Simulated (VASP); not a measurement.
Wanted: the native input for a VASP 6.6.1 run.

```yaml
Task: relaxation of cell and atoms
Functional: PBE
Potentials_or_basis: VASP PAW PBE potentials, release 64 (Al, Cu)
Cutoff: 600 eV
k_mesh: 6 × 6 × 2
Occupations: gaussian, width 0.1 eV
Spin: no spin polarisation
Dipole_correction: no
Further_INCAR_settings: ALGO = Normal; EDIFF = 1e-06; IBRION = 2; EDIFFG = -0.04; NSW = 90; ISIF = 3
```

The structure of AlCu5 lies in POSCAR:

```
AlCu5
1.0
    2.6560905400      0.0000000000      0.0000000000
    0.0000000000      2.6560905400      0.0000000000
    0.0000000000      0.0000000000     11.2688377800
Al Cu
1 5
Direct
    0.0000000000      0.0000000000      0.5000000000
    0.0000000000      0.0000000000      0.8333333300
    0.5000000000      0.5000000000      0.6666666700
    0.5000000000      0.5000000000      0.3333333300
    0.0000000000      0.0000000000      0.1666666700
    0.5000000000      0.5000000000      0.0000000000
```

The input as run:

INCAR

```
SYSTEM = AlCu5
PREC = Accurate
ENCUT = 600
EDIFF = 1E-6
ISMEAR = 0
SIGMA = 0.1
LREAL = .False.
LASPH = .True.
NELM = 60
ALGO = Normal
ISIF = 3
LWAVE = .False.
LCHARG = .False.
GGA = PE
IBRION = 2
NSW = 90
EDIFFG = -0.04
```

KPOINTS

```
Automatic mesh
0
Gamma
  6 6 2
  0 0 0
```

Potentials or basis: VASP PAW PBE potentials, release 64 (Al, Cu).

Command:

```bash
$ cat potpaw_PBE.64/Al/POTCAR potpaw_PBE.64/Cu/POTCAR > POTCAR
$ mpirun -np 1 vasp_std > vasp.out
```

Results of the run:

The relaxed volume is 12.43 Å³/atom and the relaxed cell is a = 3.022 Å, b = 3.022 Å, c = 8.168 Å, α = 90.00°, β = 90.00°, γ = 90.00°. The space group after relaxing (to 0.1 Å) is P4/mmm (No. 123), the energy gained by relaxing is 81.1 meV/atom and the ionic steps are 35. The pressure after relaxing is -0.1 GPa and the largest force after relaxing is 0.029 eV/Å. The band gap on the k mesh is zero (bands 29 and 30 overlap by 2.89 eV).

Caveat: the k points lie up to 0.38 Å⁻¹ apart in the final cell, too coarse for converged energies and pressures of a metal; a cell axis changed by over 15 % at a fixed basis, so the end point is rough.

Run time: 24 min on 1 thread of Intel(R) Xeon(R) Platinum 8488C (Sapphire Rapids), with other jobs on the host, peak memory 0.24 GiB.
